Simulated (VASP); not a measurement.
Runs of VASP 6.6.1 on Ir. The structure is that of space group P6_3/mmc (No. 194), or close to it. The cells are those of the table. This isn't the form of Ir at room conditions, which is fcc.

```tsv
cell	k mesh	gap on the mesh (eV)	pressure (GPa)	moment (μB)
a = 2.690, b = 2.690, c = 4.371 Å, angles 90.0, 90.0, 120.0°, 2 atoms	15 × 15 × 8	none	19.8	0.00
a = 2.727, b = 2.727, c = 4.431 Å, angles 90.0, 90.0, 120.0°, 2 atoms	13 × 13 × 7	none	(b)	0.00
a = 2.832, b = 2.832, c = 4.602 Å, angles 90.0, 90.0, 120.0°, 2 atoms	15 × 15 × 8	none	-30.3	0.00
a = 2.613, b = 2.613, c = 4.246 Å, angles 90.0, 90.0, 120.0°, 2 atoms	15 × 15 × 8	none	(a)	0.00
a = 2.652, b = 2.652, c = 4.310 Å, angles 90.0, 90.0, 120.0°, 2 atoms	15 × 15 × 8	none	42.1	0.00
```

Alike in all rows: task single point; level r2SCAN; potentials or basis VASP PAW PBE potentials, release 64 (Ir); spin collinear; cutoff (eV) 520; smearing fermi-dirac 0.05 eV.

Task: Fill in the values left out.

Result: (a) 70.5; (b) 2.5.

Caveats: the PAW data sets were made with another functional, which shifts forces and pressure a little; spin-orbit coupling is left out, which moves the levels of the heavy elements; the cell stands under pressure (at least some runs); the cell stands under tension (at least some runs).

A k mesh can miss the band edges, and the runs leave out spin-orbit coupling on Ir.

A gap of «none» marks levels without a gap at the run's occupations.
